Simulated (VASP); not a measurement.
# BaCrF6 (R-3m) in VASP: further runs, part 2 of 2

VASP 6.6.1.

## (3) Single point, LDA+U, collinear spin, ferromagnetic start

Contents of INCAR:

```
ALGO = Normal ; EDIFF = 1E-7
ENCUT = 520 ; ISIF = 2
ISMEAR = 0 ; ISPIN = 2
LASPH = T ; LCHARG = T
LDAU = T ; LDAUJ = 0 0.5 0
LDAUL = -1 2 -1 ; LDAUPRINT = 1
LDAUTYPE = 1 ; LDAUU = 0 4 0
LELF = T ; LMAXMIX = 4
LORBIT = 11 ; LREAL = F
LVHAR = T ; LWAVE = F
MAGMOM = 0 2 0 0 0 0 0 0 ; NBANDS = 46
NELM = 150 ; PREC = Accurate
SIGMA = 0.05
```

Contents of KPOINTS:

```
k-points
0
Gamma
  4 4 4
```

Contents of POSCAR:

```
BaCrF6
1.0
    3.6639988200      2.1154107000      2.3789998200
   -3.6639988200      2.1154107000      2.3789998200
    0.0000000000     -4.2308214000      2.3789998200
Ba Cr F
1 1 6
Direct
    0.5000000000      0.5000000000      0.5000000000
    0.0000000000      0.0000000000      0.0000000000
    0.2600000000      0.8970000000      0.2600000000
    0.2600000000      0.2600000000      0.8970000000
    0.8970000000      0.2600000000      0.2600000000
    0.7400000000      0.1030000000      0.7400000000
    0.1030000000      0.7400000000      0.7400000000
    0.7400000000      0.7400000000      0.1030000000
```

Potentials or basis: VASP PAW LDA potentials, release 64 (Ba_sv, Cr_pv, F).

On the command line:

```bash
cat potpaw_LDA.64/Ba_sv/POTCAR potpaw_LDA.64/Cr_pv/POTCAR potpaw_LDA.64/F/POTCAR > POTCAR
mpirun -np 1 vasp_std > vasp.out
```

OUTCAR:

```text
EDIFF = 1E-7
   ENCUT = 520
   ISIF = 2
   ISMEAR = 0
   ISPIN = 2
   LASPH = T
   LORBIT = 11
   LREAL = F
   NELM = 150
   PREC = Accurate

 ion  position               nearest neighbor table
   1  0.500  0.500  0.500-   4 2.70   8 2.70   5 2.70   6 2.70   7 2.70   3 2.70   8 3.00   4 3.00
                             7 3.00   6 3.00   3 3.00   5 3.00   2 3.57   2 3.57
   2  0.000  0.000  0.000-   4 1.83   8 1.83   5 1.83   6 1.83   7 1.83   3 1.83   1 3.57   1 3.57

   3  0.260  0.897  0.260-   2 1.83   1 2.70   1 3.00
   4  0.260  0.260  0.897-   2 1.83   1 2.70   1 3.00
   5  0.897  0.260  0.260-   2 1.83   1 2.70   1 3.00
   6  0.740  0.103  0.740-   2 1.83   1 2.70   1 3.00
   7  0.103  0.740  0.740-   2 1.83   1 2.70   1 3.00
   8  0.740  0.740  0.103-   2 1.83   1 2.70   1 3.00

  LATTYP: Found a trigonal (rhomboedric) cell.
 ALAT       =     4.8538118899
 COS(alpha) =    -0.1396585720

  Lattice vectors:

 A1 = (   3.6639988200,   2.1154107000,   2.3789998200)
 A2 = (  -3.6639988200,   2.1154107000,   2.3789998200)
 A3 = (   0.0000000000,  -4.2308214000,   2.3789998200)

Analysis of symmetry for initial positions (statically):
=====================================================================
 Subroutine PRICEL returns:
 Original cell was already a primitive cell.

 Routine SETGRP: Setting up the symmetry group for a
 trigonal (rhombohedral) supercell.

 Subroutine GETGRP returns: Found 12 space group operations
 (whereof 12 operations were pure point group operations)
 out of a pool of 12 trial point group operations.

The static configuration has the point symmetry D_3d.

Analysis of symmetry for dynamics (positions and initial velocities):
=====================================================================
 Subroutine PRICEL returns:
 Original cell was already a primitive cell.

 Routine SETGRP: Setting up the symmetry group for a
 trigonal (rhombohedral) supercell.

 Subroutine GETGRP returns: Found 12 space group operations
 (whereof 12 operations were pure point group operations)
 out of a pool of 12 trial point group operations.

The dynamic configuration has the point symmetry D_3d.

Analysis of structural, dynamic, and magnetic symmetry:
=====================================================================
 Subroutine PRICEL returns:
 Original cell was already a primitive cell.

 Routine SETGRP: Setting up the symmetry group for a
 trigonal (rhombohedral) supercell.

 Subroutine GETGRP returns: Found 12 space group operations
 (whereof 12 operations were pure point group operations)
 out of a pool of 12 trial point group operations.

[... 164 lines left out ...]
  o =  0.0975  v =  0.0000  0.0000  0.0000  0.0000  0.0000  0.0000 -0.0000 -1.0000 -0.0000 -0.0000      0.0000  0.0000  0.0000  0.0000  0.0000  0.0000  0.0000  0.0000  0.0000  0.0000
  o =  0.1143  v =  0.0000  0.0000  0.0000  0.0000  0.0000  0.0000 -0.6235  0.0000 -0.0000 -0.7819      0.0000  0.0000  0.0000  0.0000  0.0000  0.0000  0.0000  0.0000  0.0000  0.0000
  o =  0.1143  v =  0.0000  0.0000  0.0000  0.0000  0.0000 -0.7819  0.0000  0.0000 -0.6235  0.0000      0.0000  0.0000  0.0000  0.0000  0.0000  0.0000  0.0000  0.0000  0.0000  0.0000
  o =  0.3270  v =  0.0000  0.0000  0.0000  0.0000  0.0000  0.0000 -0.7819 -0.0000  0.0000  0.6235      0.0000  0.0000  0.0000  0.0000  0.0000  0.0000  0.0000  0.0000  0.0000  0.0000
  o =  0.3270  v =  0.0000  0.0000  0.0000  0.0000  0.0000  0.6235  0.0000  0.0000 -0.7819  0.0000      0.0000  0.0000  0.0000  0.0000  0.0000  0.0000  0.0000  0.0000  0.0000  0.0000
  o =  0.3743  v =  0.0000  0.8436 -0.0000  0.0000 -0.5369  0.0000  0.0000  0.0000  0.0000  0.0000      0.0000  0.0000  0.0000  0.0000  0.0000  0.0000  0.0000  0.0000  0.0000  0.0000
  o =  0.3743  v =  0.5369  0.0000 -0.0000 -0.8436  0.0000  0.0000  0.0000  0.0000  0.0000  0.0000      0.0000  0.0000  0.0000  0.0000  0.0000  0.0000  0.0000  0.0000  0.0000  0.0000
  o =  0.6540  v =  0.0000  0.5369  0.0000  0.0000  0.8436  0.0000  0.0000  0.0000  0.0000  0.0000      0.0000  0.0000  0.0000  0.0000  0.0000  0.0000  0.0000  0.0000  0.0000  0.0000
  o =  0.6540  v = -0.8436  0.0000 -0.0000 -0.5369  0.0000  0.0000  0.0000  0.0000  0.0000  0.0000      0.0000  0.0000  0.0000  0.0000  0.0000  0.0000  0.0000  0.0000  0.0000  0.0000
  o =  0.9735  v =  0.0000 -0.0000  1.0000 -0.0000 -0.0000  0.0000  0.0000  0.0000  0.0000  0.0000      0.0000  0.0000  0.0000  0.0000  0.0000  0.0000  0.0000  0.0000  0.0000  0.0000

 number of electron      64.0000069 magnetization       1.9999991

 Free energy of the ion-electron system (eV)
  ---------------------------------------------------
  ext. energy  EPLUGINS =         0.00000000
  ---------------------------------------------------
  free energy    TOTEN  =       -48.10990881 eV

  energy without entropy =      -48.10087015  energy(sigma->0) =      -48.10538948

 E-fermi :  -0.0697     XC(G=0): -10.3719

 val. band max:       -0.0747804848   @ k =   0.5000   0.5000   0.2500
 cond. band min:      -0.0684981502   @ k =  -0.2500   0.2500   0.2500
 fundamental gap:      0.0062823346
 Fermi energy:        -0.0697185809

 spin component 1

 k-point     1 :       0.0000    0.0000    0.0000
  band No.  band energies     occupation
      1     -44.4799      1.00000
      2     -44.4799      1.00000
      3     -44.3115      1.00000
      4     -24.7904      1.00000
      5     -21.9556      1.00000
      6     -21.3093      1.00000
[... 600 lines left out ...]
     43      11.8636      0.00000
     44      11.8636      0.00000
 Fermi energy:        -0.0697185809

 spin component 2

 k-point     1 :       0.0000    0.0000    0.0000
  band No.  band energies     occupation
      1     -42.5209      1.00000
      2     -42.5209      1.00000
      3     -42.1210      1.00000
      4     -24.7905      1.00000
      5     -21.9581      1.00000
      6     -21.3135      1.00000
[... 600 lines left out ...]
     43      11.8842      0.00000
     44      11.8842      0.00000
 [bands above 44 left out]

------------------------ aborting loop because EDIFF is reached ----------------------------------------

  FORCE on cell =-STRESS in cart. coord.  units (eV):
  Direction    XX          YY          ZZ          XY          YZ          ZX
  --------------------------------------------------------------------------------------
  -------------------------------------------------------------------------------------
  Total       -3.0781633     -3.0781633      0.2789525      0.0000000      0.0000000     -0.0000000
  in kB      -44.5765608    -44.5765606      4.0396637      0.0000000      0.0000000     -0.0000000
  external PRESSURE =     -28.3711526 kB  Pullay stress =       0.0000000 kB

 VOLUME and BASIS-vectors are now :
 -----------------------------------------------------------------------------
  energy-cutoff  :      520.00
  volume of cell :      110.64
      direct lattice vectors                 reciprocal lattice vectors
     3.663998820  2.115410700  2.378999820     0.136462926  0.078786907  0.140114905
    -3.663998820  2.115410700  2.378999820    -0.136462926  0.078786907  0.140114905
     0.000000000 -4.230821400  2.378999820     0.000000000 -0.157573815  0.140114905

 POSITION                                       TOTAL-FORCE (eV/Angst)
 -----------------------------------------------------------------------------------
      0.00000      0.00000      3.56850         0.000000      0.000000      0.000000
      0.00000      0.00000      0.00000         0.000000      0.000000      0.000000
     -2.33397      1.34752      3.37104        -0.284430      0.164216      0.548509
      0.00000     -2.69503      3.37104         0.000000     -0.328431      0.548509
      2.33397      1.34752      3.37104         0.284430      0.164216      0.548509
      2.33397     -1.34752      3.76596         0.284430     -0.164216     -0.548509
     -2.33397     -1.34752      3.76596        -0.284430     -0.164216     -0.548509
      0.00000      2.69503      3.76596         0.000000      0.328431     -0.548509
 -----------------------------------------------------------------------------------
    total drift:                               -0.000000      0.000000     -0.000000

  FREE ENERGIE OF THE ION-ELECTRON SYSTEM (eV)
  ---------------------------------------------------
  free  energy   TOTEN  =       -48.1099088070 eV

  energy  without entropy=      -48.1008701536  energy(sigma->0) =      -48.10538948

 total charge

# of ion       s       p       d       tot
------------------------------------------
    1        1.985   5.626   0.172   7.784
    2        0.367   6.497   3.970  10.833
    3        1.733   4.328   0.000   6.060
    4        1.733   4.328   0.000   6.060
    5        1.733   4.328   0.000   6.060
    6        1.733   4.328   0.000   6.060
    7        1.733   4.328   0.000   6.060
    8        1.733   4.328   0.000   6.060
--------------------------------------------------
tot         12.748  38.089   4.142  54.979

 magnetization (x)

# of ion       s       p       d       tot
------------------------------------------
    1        0.000  -0.001   0.001   0.000
    2        0.020   0.017   2.048   2.085
    3       -0.000  -0.021   0.000  -0.021
    4       -0.000  -0.021   0.000  -0.021
    5       -0.000  -0.021   0.000  -0.021
    6       -0.000  -0.021   0.000  -0.021
    7       -0.000  -0.021   0.000  -0.021
    8       -0.000  -0.021   0.000  -0.021
--------------------------------------------------
tot          0.019  -0.107   2.049   1.961
```

Wall time 3.6 min (1 thread of Oxide Virtual Turin-like, shared host); peak memory 0.22 GiB.

What came out:

```yaml
Free_energy: -48.1099 eV
Pressure: -2.8 GPa
Largest_force: 0.639 eV/Å
Band_gap_on_the_k_mesh: zero (filled and empty bands overlap)
Net_moment: 2.00 μB per cell
Site_moments: Ba +0.00; Cr +2.08; F -0.02 μB
Valence_electrons_inside_the_program's_atomic_spheres: Ba 7.78; Cr 10.83; F 6.06
```

Forces on the atoms (eV/Å):
```
Ba   0.000  0.000  0.000
Cr   0.000  0.000  0.000
F   -0.284  0.164  0.549
F    0.000 -0.328  0.549
F    0.284  0.164  0.549
F    0.284 -0.164 -0.549
F   -0.284 -0.164 -0.549
F    0.000  0.328 -0.549
```

Eigenvalues of the final occupation matrices:
| site | spin | trace | eigenvalues |
| --- | --- | --- | --- |
| site 2 d | 1 | 3.03 | 0.37 0.37 0.65 0.65 0.97 |
| site 2 d | 2 | 0.98 | 0.10 0.11 0.11 0.33 0.33 |

Caveat: spin-orbit coupling is left out, which moves the levels of the heavy elements; a cell with one magnetic atom can't hold antiferromagnetic order, which such compounds often take. The state reached can hang on the start; a lower one may exist.
